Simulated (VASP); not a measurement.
Write the native input for VASP 6.6.1 that does the following.

| Property | Result |
| --- | --- |
| Task | relaxation of cell and atoms |
| Functional | PBE |
| Potentials or basis | VASP PAW PBE potentials, release 64 (Al, N) |
| Cutoff | 600 eV |
| k mesh | 18 × 18 × 18 |
| Occupations | fermi-dirac, width 0.1 eV |
| Spin | no spin polarisation |
| Target pressure | 300 GPa |
| Dipole correction | no |
| Further INCAR settings | ALGO = Normal; EDIFF = 1e-06; IBRION = 2; EDIFFG = -0.005; NSW = 60; ISIF = 3 |

The structure of AlN (rocksalt type) lies in POSCAR:

```
AlN
1.0
    0.0000000000      1.7354859776      1.7354859776
    1.7354859776      0.0000000000      1.7354859776
    1.7354859776      1.7354859776      0.0000000000
Al N
1 1
Direct
    0.0000000000      0.0000000000      0.0000000000
    0.5000000000      0.5000000000      0.5000000000
```

The input as run:

INCAR

```
ALGO     = Normal         # electronic algorithm
EDIFF    = 1E-6           # SCF threshold, eV
EDIFFG   = -0.005         # ionic threshold
ENCUT    = 600            # plane-wave cutoff, eV
GGA      = PE             # functional
IBRION   = 2              # ionic algorithm
ISIF     = 3              # what is computed and relaxed
ISMEAR   = -1             # smearing method
LASPH    = T              # aspherical terms in the spheres
LCHARG   = F              # write CHGCAR
LREAL    = F              # projectors in reciprocal space
LWAVE    = F              # write WAVECAR
NELM     = 60             # most SCF steps
NSW      = 60             # ionic steps
PREC     = Accurate       # precision mode
PSTRESS  = 3000.0       
SIGMA    = 0.1            # smearing width, eV
```

KPOINTS

```
k-points
0
Gamma
  18 18 18
```

Potentials or basis: VASP PAW PBE potentials, release 64 (Al, N).

The run is started by

```console
$ cat potpaw_PBE.64/Al/POTCAR potpaw_PBE.64/N/POTCAR > POTCAR
$ mpirun -np 1 vasp_std > vasp.out
```

It gave:

```
Relaxed volume                                             : 5.25 Å³/atom
Relaxed cell                                               : a = 2.458 Å, b = 2.458 Å, c = 2.458 Å, α = 60.00°, β = 60.00°, γ = 60.00°
Space group after relaxing (to 0.1 Å)                      : Fm-3m (No. 225)
Energy change on relaxing (the run minimises the enthalpy) : -49.7 meV/atom
Ionic steps                                                : 3
Pressure after relaxing                                    : 300.0 GPa
Band gap on the k mesh                                     : 3.98 eV (least direct gap 8.12 eV)
```

Caveat: the cell is relaxed towards a set pressure, so the run minimises the enthalpy, not the energy.

Wall time 58 s on 1 thread of Intel Xeon 8259CL, on a shared host, peak memory 0.14 GiB.
